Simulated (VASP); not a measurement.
Wanted: the native input for a VASP 6.6.1 run.

```
Task                   : single point
Functional             : LDA
Potentials or basis    : VASP PAW LDA potentials, release 64 (Al, Ga_d, N)
Cutoff                 : 520 eV
k mesh                 : 8 × 8 × 6
Occupations            : gaussian, width 0.02 eV
Spin                   : no spin polarisation
Dipole correction      : no
Further INCAR settings : ALGO = Normal; EDIFF = 1e-06; NBANDS = 21
```

The structure of AlGaN2 lies in POSCAR:

```
AlGaN2
1.0
    3.0217591302      0.0000000000      0.0000000000
    0.0000000000      3.0217591302      0.0000000000
    0.0000000000      0.0000000000      4.2405377860
Al Ga N
1 1 2
Direct
    0.5000000000      0.5000000000      0.5000000000
    0.0000000000      0.0000000000      0.0000000000
    0.5000000000      0.0000000000      0.7396026286
    0.0000000000      0.5000000000      0.2603973714
```

This cell differs from its parent crystal: volume scaled by 0.91, then relaxed in part.

These files were run (other wordings do the same):

INCAR

```
ALGO     = Normal         # electronic algorithm
EDIFF    = 1E-6           # SCF threshold, eV
ENCUT    = 520            # plane-wave cutoff, eV
ISIF     = 2              # what is computed and relaxed
ISMEAR   = 0              # smearing method
LASPH    = T              # aspherical terms in the spheres
LCHARG   = F              # write CHGCAR
LREAL    = F              # projectors in reciprocal space
LWAVE    = F              # write WAVECAR
NBANDS   = 21             # bands
NELM     = 60             # most SCF steps
PREC     = Accurate       # precision mode
SIGMA    = 0.02           # smearing width, eV
```

KPOINTS

```
k-points
0
Gamma
  8 8 6
```

Potentials or basis: VASP PAW LDA potentials, release 64 (Al, Ga_d, N).

Launch:

```console
$ cat potpaw_LDA.64/Al/POTCAR potpaw_LDA.64/Ga_d/POTCAR potpaw_LDA.64/N/POTCAR > POTCAR
$ mpirun -np 1 vasp_std > vasp.out
```

Results of the run:

```json
{
 "Pressure": "24.9 GPa",
 "Largest force": "0.029 eV/Å",
 "Band gap on the k mesh": "3.28 eV, indirect (least direct gap 3.58 eV)"
}
```

Wall time 19 s on 1 thread of AMD EPYC 9R45 96-Core Processor (Zen 5) (shared host), peak memory 0.14 GiB.
